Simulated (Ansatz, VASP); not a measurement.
**CaOs: VASP beside Ansatz**

```
Ca Os
1.0
     2.85357    0.00000    0.00000
     0.00000    2.85357    0.00000
     0.00000    0.00000    4.67344
Ca Os
1 1
Direct
  0.50000 0.50000 0.50000
  0.00000 0.00000 0.00000
```

Alike in both runs: functional PBE; k mesh 20 × 20 × 12; occupations gaussian, width 0.1 eV; no spin polarisation.

Ansatz relaxed the structure, and its values are those at the end. VASP's run is a single point on that final structure, the one shown.

|  | VASP | Ansatz |
| --- | --- | --- |
| version | VASP 6.6.1 | Ansatz 0.2.0 |
| potentials or method | VASP PAW PBE potentials, release 64 (Ca_sv, Os), cutoff 520 eV | scalar-relativistic, plane waves, PAW |
| valence electrons in the cell | 18 | 26 |

|  | VASP | Ansatz | Ansatz less VASP |
| --- | --- | --- | --- |
| gap on the k mesh at the Fermi level (eV) | none | none | - |
| pressure (GPa) | 0.1 | 0.0 | -0.11 |

A gap of «none» marks a metal or a gap that the smearing closes. VASP's potentials hold 18 valence electrons a cell and Ansatz's 26, so a difference there can come from the potentials and not from the codes.

Spin-orbit coupling is off throughout.
